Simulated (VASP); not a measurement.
**Sn: single point with PBEsol**

Crystal: Sn.

```xyz
1
Lattice="-1.7431 1.7431 1.8947 1.7431 -1.7431 1.8947 1.7431 1.7431 -1.8947" Properties=species:S:1:pos:R:3 pbc="T T T"
Sn    0.0000    0.0000    0.0000
```

This cell differs from its parent crystal: strain -0.080 along x and y, +0.000 along z.

```yaml
Program: VASP 6.6.1
Task: single point
Functional: PBEsol
Potentials_or_basis: VASP PAW PBE potentials, release 64 (Sn_d)
Cutoff: 520 eV
k_mesh: 18 × 18 × 18
Occupations: gaussian, width 0.15 eV
Spin: no spin polarisation
Dipole_correction: no
Further_INCAR_settings: ALGO = Fast; EDIFF = 1e-06; NBANDS = 13
```

```json
{"Pressure": "9.8 GPa", "Band gap on the k mesh": "zero (band 7 reaches 19.35 eV, above the bottom of band 8 at 7.15 eV)"}
```

Levels at points of the mesh, in eV from the Fermi level:
```csv
k point,band 4,band 5,band 6,band 7,band 8,band 9,band 10,band 11
"(0.00, 0.00, 0.00)",-21.40,-21.34,-12.43,9.24,9.64,9.64,11.72,13.12
"(0.50, 0.00, 0.00)",-21.36,-21.23,-6.82,-5.43,4.65,6.52,9.42,9.53
"(0.50, 0.50, 0.00)",-21.34,-21.21,-6.18,-5.15,3.46,4.93,7.96,8.10
"(0.50, 0.50, 0.50)",-21.25,-21.25,-1.82,-1.75,-0.06,-0.06,3.71,4.28
```

Wall time 42 s on 1 thread of Intel(R) Xeon(R) 6975P-C (Granite Rapids), on a shared host, peak memory 0.23 GiB.

Caveat: the cell differs from its parent crystal (strain -0.080 along x and y, +0.000 along z); the PAW data sets were made with another functional, which shifts forces and pressure a little; spin-orbit coupling is left out, which moves the levels of the heavy elements.
